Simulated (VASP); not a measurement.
Input of a VASP 6.6.1 run:

INCAR

```
PREC     = Accurate       # precision mode
ENCUT    = 600            # plane-wave cutoff, eV
EDIFF    = 1E-6           # SCF threshold, eV
ISMEAR   = 0              # smearing method
SIGMA    = 0.1            # smearing width, eV
LREAL    = False          # projectors in reciprocal space
LASPH    = True           # aspherical terms in the spheres
NELM     = 100            # most SCF steps
ALGO     = Fast           # electronic algorithm
ISIF     = 3              # what is computed and relaxed
LWAVE    = False          # write WAVECAR
LCHARG   = False          # write CHGCAR
GGA      = PE             # functional
IBRION   = 2              # ionic algorithm
NSW      = 100            # ionic steps
EDIFFG   = -0.01          # ionic threshold
```

Contents of KPOINTS:

```
Automatic mesh
0
Gamma
  6 6 6
```

The input POSCAR:

```
RbNa3Te2
1.0
    3.1583996400      1.8235028800      5.2500546200
   -3.1583996400      1.8235028800      5.2500546200
    0.0000000000     -3.6470057600      5.2500546200
Rb Na Te
1 3 2
Direct
    0.5000000000      0.5000000000      0.5000000000
    0.0000000000      0.5000000000      0.5000000000
    0.5000000000      0.5000000000      0.0000000000
    0.5000000000      0.0000000000      0.5000000000
    0.1230388300      0.1230388300      0.1230388300
    0.8769611700      0.8769611700      0.8769611700
```

Potentials or basis: VASP PAW PBE potentials, release 64 (Rb_sv, Na_pv, Te).

Launch:

```bash
$ cat potpaw_PBE.64/Rb_sv/POTCAR potpaw_PBE.64/Na_pv/POTCAR potpaw_PBE.64/Te/POTCAR > POTCAR
$ mpirun -np 1 vasp_std > vasp.out
```

Task: What does it give for the relaxed cell?

Result: a = 8.974 Å, b = 8.974 Å, c = 8.974 Å, α = 35.94°, β = 35.94°, γ = 35.94°.

Task: Predict the relaxed volume.

Result: 37.11 Å³/atom.

Task: What does it give for the space group after relaxing (to 0.1 Å)?

Result: R-3m (No. 166).

Forces on the atoms (eV/Å):
```
Rb   0.000  0.000  0.000
Na   0.000  0.000  0.000
Na   0.000  0.000  0.000
Na   0.000  0.000  0.000
Te   0.000  0.000 -0.006
Te   0.000  0.000  0.006
```

Caveat: the volume moved by over 15 % at a fixed basis, so the end points are rough.
